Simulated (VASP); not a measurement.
# SiNi (P2_13) in VASP: further runs

Aim: see how the results for SiNi move with the level of theory and the settings. Levels: r2SCAN, BLYP, RPBE+D4. Tasks: single point.

Program: VASP 6.6.1. These are calculated values, not measurements. Logs are shortened: lines on timing, memory, paths and dates and some standing lists are left out, and cuts for length are marked.

## 1. The cell of the first run

It takes space group P2_13 (No. 198, cubic). The conventional cell has a = 4.464 Å, b = 4.464 Å, c = 4.464 Å, α = 90.00°, β = 90.00°, γ = 90.00°. Within 3.1 Å of Ni (site symmetry 3) lie 7 Si at 2.33 to 2.42 Å and 6 Ni at 2.75 Å. Within 3.1 Å of Si (site symmetry 3) lie 7 Ni at 2.33 to 2.42 Å and 6 Si at 2.76 Å.

## 2. Single point, r2SCAN, collinear spin, ferromagnetic start

The input, POSCAR:

```
SiNi
1.0
    4.4643731515      0.0000000000      0.0000000000
    0.0000000000      4.4643731515      0.0000000000
    0.0000000000      0.0000000000      4.4643731515
Ni Si
4 4
Direct
    0.1486295600      0.1486295600      0.1486295600
    0.6486295600      0.3513704400      0.8513704400
    0.8513704400      0.6486295600      0.3513704400
    0.3513704400      0.8513704400      0.6486295600
    0.8469587359      0.8469587359      0.8469587359
    0.3469587359      0.6530412641      0.1530412641
    0.1530412641      0.3469587359      0.6530412641
    0.6530412641      0.1530412641      0.3469587359
```

The input, INCAR.step1:

```
SYSTEM = SiNi
PREC     = Accurate       ! precision mode
ENCUT    = 520            ! plane-wave cutoff, eV
ISMEAR   = -1             ! smearing method
SIGMA    = 0.05           ! smearing width, eV
LREAL    = .FALSE.        ! projectors in reciprocal space
LASPH    = .TRUE.         ! aspherical terms in the spheres
NELM     = 150            ! most SCF steps
ISPIN    = 2              ! spin polarisation
MAGMOM   = 1 1 1 1 0 0 0 0 ! initial moments
LMAXMIX  = 4              ! l up to which the mixer works
NBANDS   = 42             ! bands
GGA      = PE             ! functional
ALGO     = Normal         ! electronic algorithm
EDIFF    = 1E-4           ! SCF threshold, eV
LWAVE    = .TRUE.         ! write WAVECAR
LCHARG   = .FALSE.        ! write CHGCAR
```

The input, INCAR.step2:

```
SYSTEM = SiNi
PREC     = Accurate       ! precision mode
ENCUT    = 520            ! plane-wave cutoff, eV
EDIFF    = 1E-6           ! SCF threshold, eV
ISMEAR   = -1             ! smearing method
SIGMA    = 0.05           ! smearing width, eV
LREAL    = .FALSE.        ! projectors in reciprocal space
LASPH    = .TRUE.         ! aspherical terms in the spheres
NELM     = 150            ! most SCF steps
ALGO     = Normal         ! electronic algorithm
ISIF     = 2              ! what is computed and relaxed
LWAVE    = .FALSE.        ! write WAVECAR
LCHARG   = .FALSE.        ! write CHGCAR
ISPIN    = 2              ! spin polarisation
MAGMOM   = 1 1 1 1 0 0 0 0 ! initial moments
LORBIT   = 11             ! projections on sites
LMAXMIX  = 4              ! l up to which the mixer works
METAGGA  = R2SCAN         ! meta-GGA
LMIXTAU  = .TRUE.       
NBANDS   = 42             ! bands
ISTART   = 1
```

The input, KPOINTS:

```
Automatic mesh
0
G
  6 6 6
  0 0 0
```

Potentials or basis: VASP PAW PBE potentials, release 64 (Ni, Si).

Run with:

```bash
> cat potpaw_PBE.64/Ni/POTCAR potpaw_PBE.64/Si/POTCAR > POTCAR
> cp INCAR.step1 INCAR
> mpirun -np 1 vasp_std > vasp.out
> cp INCAR.step2 INCAR
> mpirun -np 1 vasp_std > vasp.out
```

OUTCAR:

```text
SYSTEM = SiNi
   PREC = Accurate
   ENCUT = 520
   EDIFF = 1E-6
   ISMEAR = -1
   LREAL = .FALSE.
   LASPH = .TRUE.
   NELM = 150
   ISIF = 2
   ISPIN = 2
   LORBIT = 11
   METAGGA = R2SCAN
   ISTART = 1

 ion  position               nearest neighbor table
   1  0.149  0.149  0.149-   5 2.33   6 2.38   7 2.38   8 2.38   6 2.42   7 2.42   8 2.42   3 2.75
                             4 2.75   2 2.75   4 2.75   3 2.75   2 2.75
   2  0.649  0.351  0.851-   6 2.33   5 2.38   7 2.38   8 2.38   7 2.42   8 2.42   5 2.42   1 2.75
                             3 2.75   3 2.75   4 2.75   4 2.75   1 2.75
   3  0.851  0.649  0.351-   7 2.33   6 2.38   5 2.38   8 2.38   8 2.42   5 2.42   6 2.42   1 2.75
                             2 2.75   2 2.75   1 2.75   4 2.75   4 2.75
   4  0.351  0.851  0.649-   8 2.33   6 2.38   7 2.38   5 2.38   6 2.42   7 2.42   5 2.42   1 2.75
                             1 2.75   2 2.75   2 2.75   3 2.75   3 2.75
   5  0.847  0.847  0.847-   1 2.33   2 2.38   3 2.38   4 2.38   2 2.42   3 2.42   4 2.42   6 2.76
                             7 2.76   8 2.76   8 2.76   7 2.76   6 2.76
   6  0.347  0.653  0.153-   2 2.33   1 2.38   3 2.38   4 2.38   3 2.42   4 2.42   1 2.42   8 2.76
                             5 2.76   7 2.76   7 2.76   8 2.76   5 2.76
   7  0.153  0.347  0.653-   3 2.33   2 2.38   1 2.38   4 2.38   4 2.42   1 2.42   2 2.42   8 2.76
                             5 2.76   6 2.76   5 2.76   6 2.76   8 2.76
   8  0.653  0.153  0.347-   4 2.33   2 2.38   3 2.38   1 2.38   2 2.42   3 2.42   1 2.42   7 2.76
                             5 2.76   5 2.76   6 2.76   6 2.76   7 2.76

  LATTYP: Found a simple cubic cell.
 ALAT       =     4.4643731515

  Lattice vectors:

 A1 = (   4.4643731515,   0.0000000000,   0.0000000000)
 A2 = (   0.0000000000,   4.4643731515,   0.0000000000)
 A3 = (   0.0000000000,   0.0000000000,   4.4643731515)

Analysis of symmetry for initial positions (statically):
=====================================================================
 Subroutine PRICEL returns:
 Original cell was already a primitive cell.

 Routine SETGRP: Setting up the symmetry group for a
 simple cubic supercell.

 Subroutine GETGRP returns: Found 12 space group operations
 (whereof  3 operations were pure point group operations)
 out of a pool of 48 trial point group operations.

The static configuration has the point symmetry C_3 .
 The point group associated with its full space group is T   .

Analysis of symmetry for dynamics (positions and initial velocities):
=====================================================================
 Subroutine PRICEL returns:
 Original cell was already a primitive cell.

 Routine SETGRP: Setting up the symmetry group for a
 simple cubic supercell.

 Subroutine GETGRP returns: Found 12 space group operations
 (whereof  3 operations were pure point group operations)
 out of a pool of 48 trial point group operations.

The dynamic configuration has the point symmetry C_3 .
 The point group associated with its full space group is T   .

Analysis of structural, dynamic, and magnetic symmetry:
=====================================================================
 Subroutine PRICEL returns:
 Original cell was already a primitive cell.

 Routine SETGRP: Setting up the symmetry group for a
 simple cubic supercell.

 Subroutine GETGRP returns: Found 12 space group operations
 (whereof  3 operations were pure point group operations)
 out of a pool of 48 trial point group operations.

The overall configuration has the point symmetry C_3 .
 The point group associated with its full space group is T   .

 Subroutine INISYM returns: Found 12 space group operations
 (whereof  3 operations are pure point group operations),
 and found     1 'primitive' translations

----------------------------------------------------------------------------------------

                                     Primitive cell

  volume of cell :      88.9778

  direct lattice vectors                    reciprocal lattice vectors
     4.464373152  0.000000000  0.000000000     0.223995613  0.000000000  0.000000000
     0.000000000  4.464373152  0.000000000     0.000000000  0.223995613  0.000000000
     0.000000000  0.000000000  4.464373152     0.000000000  0.000000000  0.223995613

  length of vectors
     4.464373152  4.464373152  4.464373152     0.223995613  0.223995613  0.223995613

  position of ions in fractional coordinates (direct lattice)
     0.148629560  0.148629560  0.148629560
     0.648629560  0.351370440  0.851370440
[... 81 lines left out ...]
   ICHARG =      0    charge: 1-file 2-atom 10-const
   ISPIN  =      2    spin polarized calculation?
   LNONCOLLINEAR =      F non collinear calculations
   LSORBIT =      F    spin-orbit coupling
   LASPH  =      T    aspherical Exc in radial PAW
   ENCUT  =  520.0 eV  38.22 Ry    6.18 a.u.   8.30  8.30  8.30*2*pi/ulx,y,z
   NELM   =    150;   NELMIN=  2; NELMDL=  0     # of ELM steps
   EDIFF  = 0.1E-05   stopping-criterion for ELM
   LREAL  =      F    real-space projection
   EDIFFG = 0.1E-04   stopping-criterion for IOM
   NSW    =      0    number of steps for IOM
   IBRION =     -1    ionic relax: 0-MD 1-quasi-New 2-CG
   NFREE  =      0    steps in history (QN), initial steepest desc. (CG)
   ISIF   =      2    stress and relaxation
   ISYM   =      2    0-nonsym 1-usesym 2-fastsym
   POTIM  = 0.5000    time-step for ionic-motion
   TEBEG  =    0.0;   TEEND  =   0.0 temperature during run
   PSTRESS=    0.0 pullay stress
   NELECT =      56.0000    total number of electrons
   NUPDOWN=      -1.0000    fix difference up-down
   EMIN   =  10.00;   EMAX   =-10.00  energy-range for DOS
   EFERMI =   0.00;   METHOD = LEGACY
   ISMEAR =    -1;   SIGMA  =   0.05  broadening in eV -4-tet -1-fermi 0-gaus
   EFERMI_NEDOS =   21; number of points for ismear=-14 and -15
   IALGO  =     38    algorithm
   IMIX   =      4    mixing-type and parameters
     AMIX     =   0.40;   BMIX     =  1.00
     AMIX_MAG =   1.60;   BMIX_MAG =  1.00
  volume/ion in A,a.u.               =      11.12        75.06
  Fermi-wavevector in a.u.,A,eV,Ry     =   1.402955  2.651200 26.780106  1.968282
  Thomas-Fermi vector in A             =   2.525665
   LORBIT       =     11    0 simple, 1 ext, 2 COOP (PROOUT), +10 PAW based schemes
   METAGGA = R2SCAN    functional components
   LHFCALC =     F    Hartree Fock is set to
   AEXX    =    0.0000 exact exchange contribution
   IVDW    =     0    specifies the selected vdW correction
   LEPSILON=     F    determine dielectric tensor
   LRPA    =     F    only Hartree local field effects (RPA)
 spin polarized calculation
  energy-cutoff  :      520.00
  volume of cell :       88.98
 maximum number of plane-waves:      2440
 NGX is ok and might be reduce to    36
   NGX = 17   NGY = 17   NGZ = 17

 number of electron      56.0000023 magnetization       0.0000009

 number of electron      56.0000023 magnetization      -0.0000004

 Free energy of the ion-electron system (eV)
  ---------------------------------------------------
  ext. energy  EPLUGINS =         0.00000000
  ---------------------------------------------------
  free energy    TOTEN  =       -85.86312693 eV

  energy without entropy =      -85.84129593  energy(sigma->0) =      -85.85221143

 E-fermi :  12.3160     XC(G=0): -13.7025

 val. band max:       12.2500188359   @ k =   0.3333   0.0000   0.0000
 cond. band min:      12.3273216584   @ k =   0.3333   0.0000   0.0000
 fundamental gap:      0.0773028225
 Fermi energy:        12.3159696466

 spin component 1

 k-point     1 :       0.0000    0.0000    0.0000
  band No.  band energies     occupation
      1      -2.9310      1.00000
      2       2.8906      1.00000
      3       2.8906      1.00000
      4       2.8906      1.00000
      5       5.5011      1.00000
      6       5.5011      1.00000
[... 1021 lines left out ...]
     39      19.1771      0.00000
     40      19.1771      0.00000
 Fermi energy:        12.3159696466

 spin component 2

 k-point     1 :       0.0000    0.0000    0.0000
  band No.  band energies     occupation
      1      -2.9310      1.00000
      2       2.8906      1.00000
      3       2.8906      1.00000
      4       2.8906      1.00000
      5       5.5011      1.00000
      6       5.5011      1.00000
[... 1021 lines left out ...]
     39      19.1771      0.00000
     40      19.1771      0.00000
 [bands above 40 left out]

------------------------ aborting loop because EDIFF is reached ----------------------------------------

  FORCE on cell =-STRESS in cart. coord.  units (eV):
  Direction    XX          YY          ZZ          XY          YZ          ZX
  --------------------------------------------------------------------------------------
  -------------------------------------------------------------------------------------
  Total        0.0356209      0.0356209      0.0356209     -0.0000000      0.0000000      0.0000000
  in kB        0.6414068      0.6414068      0.6414068     -0.0000000      0.0000000      0.0000000
  external PRESSURE =       0.6414068 kB  Pullay stress =       0.0000000 kB

 VOLUME and BASIS-vectors are now :
 -----------------------------------------------------------------------------
  energy-cutoff  :      520.00
  volume of cell :       88.98
      direct lattice vectors                 reciprocal lattice vectors
     4.464373152  0.000000000  0.000000000     0.223995613  0.000000000  0.000000000
     0.000000000  4.464373152  0.000000000     0.000000000  0.223995613  0.000000000
     0.000000000  0.000000000  4.464373152     0.000000000  0.000000000  0.223995613

 POSITION                                       TOTAL-FORCE (eV/Angst)
 -----------------------------------------------------------------------------------
      0.66354      0.66354      0.66354        -0.000457     -0.000457     -0.000457
      2.89572      1.56865      3.80084        -0.000457      0.000457      0.000457
      3.80084      2.89572      1.56865         0.000457     -0.000457      0.000457
      1.56865      3.80084      2.89572         0.000457      0.000457     -0.000457
      3.78114      3.78114      3.78114        -0.000976     -0.000976     -0.000976
      1.54895      2.91542      0.68323        -0.000976      0.000976      0.000976
      0.68323      1.54895      2.91542         0.000976     -0.000976      0.000976
      2.91542      0.68323      1.54895         0.000976      0.000976     -0.000976
 -----------------------------------------------------------------------------------
    total drift:                                0.000001      0.000000     -0.000000

  FREE ENERGIE OF THE ION-ELECTRON SYSTEM (eV)
  ---------------------------------------------------
  free  energy   TOTEN  =       -85.8631269323 eV

  energy  without entropy=      -85.8412959277  energy(sigma->0) =      -85.85221143

 total charge

# of ion       s       p       d       tot
------------------------------------------
    1        0.476   0.658   8.524   9.658
    2        0.476   0.658   8.524   9.658
    3        0.476   0.658   8.524   9.658
    4        0.476   0.658   8.524   9.658
    5        0.720   0.874   0.000   1.594
    6        0.720   0.874   0.000   1.594
    7        0.720   0.874   0.000   1.594
    8        0.720   0.874   0.000   1.594
--------------------------------------------------
tot          4.783   6.127  34.095  45.005

 magnetization (x)

# of ion       s       p       d       tot
------------------------------------------
    1        0.000   0.000  -0.000   0.000
    2        0.000   0.000  -0.000   0.000
    3        0.000   0.000  -0.000   0.000
    4        0.000   0.000  -0.000   0.000
    5       -0.000   0.000   0.000  -0.000
    6       -0.000   0.000   0.000  -0.000
    7       -0.000   0.000   0.000  -0.000
    8       -0.000   0.000   0.000  -0.000
--------------------------------------------------
tot          0.000   0.000  -0.000   0.000
```

Run time: 4.6 min. Hardware: 1 thread of Intel Xeon 6975P-C (Granite Rapids), shared host; peak memory 0.32 GiB.

Results:

```
Free energy                                           : -85.8631 eV
Pressure                                              : 0.1 GPa
Band gap on the k mesh                                : zero (filled and empty bands overlap)
Net moment                                            : 0.00 μB per cell
Valence electrons inside the program's atomic spheres : Ni 9.66; Si 1.59
```

Levels at points of the mesh, in eV from the Fermi level:
Spin up:
```
           k point  band 25  band 26  band 27  band 28  band 29  band 30  band 31  band 32
(0.00, 0.00, 0.00)    -1.77    -1.77    -1.77     1.16     1.16     1.16     1.40     1.40
(0.50, 0.00, 0.00)    -2.17    -2.17    -0.72    -0.72    -0.18    -0.18     2.95     2.95
(0.50, 0.50, 0.00)    -1.70    -1.70    -1.09    -1.09     0.42     0.42     0.94     0.94
(0.50, 0.50, 0.50)    -1.96    -1.96    -1.96    -1.96     4.67     4.67     4.67     4.67
```
Spin down:
| k point | band 26 | band 27 | band 28 | band 29 | band 30 | band 31 |
| --- | --- | --- | --- | --- | --- | --- |
| (0.00, 0.00, 0.00) | -1.77 | -1.77 | 1.16 | 1.16 | 1.16 | 1.40 |
| (0.50, 0.00, 0.00) | -2.17 | -0.72 | -0.72 | -0.18 | -0.18 | 2.95 |
| (0.50, 0.50, 0.00) | -1.70 | -1.09 | -1.09 | 0.42 | 0.42 | 0.94 |
| (0.50, 0.50, 0.50) | -1.96 | -1.96 | -1.96 | 4.67 | 4.67 | 4.67 |

Caveat: the moments typed at the start vanished in this run; the PAW data sets were made with another functional, which shifts forces and pressure a little.

## 3. Single point, r2SCAN, collinear spin, ferromagnetic start

This run uses another cell than the first one, of 11.42 Å³/atom.

The input, POSCAR:

```
SiNi
1.0
    4.5036940000      0.0000000000      0.0000000000
    0.0000000000      4.5036940000      0.0000000000
    0.0000000000      0.0000000000      4.5036940000
Ni Si
4 4
Direct
    0.1495040000      0.1495040000      0.1495040000
    0.6495040000      0.3504960000      0.8504960000
    0.8504960000      0.6495040000      0.3504960000
    0.3504960000      0.8504960000      0.6495040000
    0.8468300000      0.8468300000      0.8468300000
    0.3468300000      0.6531700000      0.1531700000
    0.1531700000      0.3468300000      0.6531700000
    0.6531700000      0.1531700000      0.3468300000
```

The input, INCAR.step1:

```
SYSTEM = SiNi
ALGO = Normal
EDIFF = 1E-4
ENCUT = 520
GGA = PE
ISMEAR = -1
ISPIN = 2
LASPH = .True.
LCHARG = .False.
LMAXMIX = 4
LREAL = .False.
LWAVE = .True.
MAGMOM = 1 1 1 1 0 0 0 0
NBANDS = 42
NELM = 150
PREC = Accurate
SIGMA = 0.05
```

The input, INCAR.step2:

```
SYSTEM = SiNi
ALGO = Normal
EDIFF = 1E-6
ENCUT = 520
ISIF = 2
ISMEAR = -1
ISPIN = 2
ISTART = 1
LASPH = .True.
LCHARG = .True.
LELF = .True.
LMAXMIX = 4
LMIXTAU = .True.
LORBIT = 11
LREAL = .False.
LVHAR = .True.
LWAVE = .False.
MAGMOM = 1 1 1 1 0 0 0 0
METAGGA = R2SCAN
NBANDS = 42
NELM = 150
PREC = Accurate
SIGMA = 0.05
```

The input, KPOINTS:

```
k-points
0
Gamma
  6 6 6
  0 0 0
```

Potentials or basis: VASP PAW PBE potentials, release 64 (Ni, Si).

Run with:

```bash
> cat potpaw_PBE.64/Ni/POTCAR potpaw_PBE.64/Si/POTCAR > POTCAR
> cp INCAR.step1 INCAR
> mpirun -np 1 vasp_std > vasp.out
> cp INCAR.step2 INCAR
> mpirun -np 1 vasp_std > vasp.out
```

Wall time 4.4 min (1 thread of Intel Xeon 6975P-C (Granite Rapids), shared host); peak memory 0.33 GiB.

The run converged. Its results:

| Quantity | Value |
| --- | --- |
| Free energy | -85.8251 eV |
| Pressure | -5.0 GPa |
| Largest force | 0.058 eV/Å |
| Band gap on the k mesh | zero (filled and empty bands overlap) |
| Net moment | 0.00 μB per cell |
| Valence electrons inside the program's atomic spheres | Ni 9.60; Si 1.58 |

Forces in eV/Å, atoms in the order of the input:
```
Ni  -0.034 -0.034 -0.034
Ni  -0.034  0.034  0.034
Ni   0.034 -0.034  0.034
Ni   0.034  0.034 -0.034
Si   0.001  0.001  0.001
Si   0.001 -0.001 -0.001
Si  -0.001  0.001 -0.001
Si  -0.001 -0.001  0.001
```

Levels at points of the mesh, in eV from the Fermi level:
Spin up:
| k point | band 24 | band 25 | band 26 | band 27 | band 28 | band 29 | band 30 | band 31 | band 32 | band 33 |
| --- | --- | --- | --- | --- | --- | --- | --- | --- | --- | --- |
| (0.00, 0.00, 0.00) | -2.33 | -1.69 | -1.69 | -1.69 | 1.10 | 1.10 | 1.10 | 1.39 | 1.39 | 2.08 |
| (0.50, 0.00, 0.00) | -2.21 | -2.07 | -2.07 | -0.67 | -0.67 | -0.18 | -0.18 | 2.90 | 2.90 | 3.07 |
| (0.50, 0.50, 0.00) | -2.49 | -1.62 | -1.62 | -1.04 | -1.04 | 0.39 | 0.39 | 0.93 | 0.93 | 4.16 |
| (0.50, 0.50, 0.50) | -2.73 | -1.88 | -1.88 | -1.88 | -1.88 | 4.55 | 4.55 | 4.55 | 4.55 | 4.77 |
Spin down:
| k point | band 24 | band 25 | band 26 | band 27 | band 28 | band 29 | band 30 | band 31 | band 32 | band 33 |
| --- | --- | --- | --- | --- | --- | --- | --- | --- | --- | --- |
| (0.00, 0.00, 0.00) | -2.33 | -1.69 | -1.69 | -1.69 | 1.10 | 1.10 | 1.10 | 1.39 | 1.39 | 2.08 |
| (0.50, 0.00, 0.00) | -2.21 | -2.07 | -2.07 | -0.67 | -0.67 | -0.18 | -0.18 | 2.90 | 2.90 | 3.07 |
| (0.50, 0.50, 0.00) | -2.49 | -1.62 | -1.62 | -1.04 | -1.04 | 0.39 | 0.39 | 0.93 | 0.93 | 4.16 |
| (0.50, 0.50, 0.50) | -2.73 | -1.88 | -1.88 | -1.88 | -1.88 | 4.55 | 4.55 | 4.55 | 4.55 | 4.77 |

Caveat: the cell stands under tension; the moments typed at the start vanished in this run; the PAW data sets were made with another functional, which shifts forces and pressure a little.

(Part 1 of 2 ends here.)

The gap in the log of VASP goes by the Fermi energy; the results here count the filled bands.